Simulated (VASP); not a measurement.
A run of VASP 6.6.1 is set up as follows.

INCAR

```
SYSTEM = Mg
ALGO = Normal
EDIFF = 1E-6
ENCUT = 520
GGA = PE
ISIF = 2
ISMEAR = -1
LASPH = .True.
LCHARG = .False.
LREAL = .False.
LWAVE = .False.
NBANDS = 7
NELM = 100
PREC = Accurate
SIGMA = 0.03
```

Contents of KPOINTS:

```
k-points
0
Gamma
  16 16 16
  0 0 0
```

POSCAR

```
Mg
1.0
    0.0000000000      2.2882721944      2.2882721944
    2.2882721944      0.0000000000      2.2882721944
    2.2882721944      2.2882721944      0.0000000000
Mg
1
Direct
    0.0000000000      0.0000000000      0.0000000000
```

Potentials or basis: VASP PAW PBE potentials, release 64 (Mg).

Run with:

```bash
$ cat potpaw_PBE.64/Mg/POTCAR > POTCAR
$ mpirun -np 1 vasp_std > vasp.out
```

(1) Estimate the pressure.

(2) Estimate the band gap on the k mesh.

Results:

(1) -1.3 GPa.

(2) zero (band 1 reaches 3.83 eV, above the bottom of band 2 at 1.11 eV).
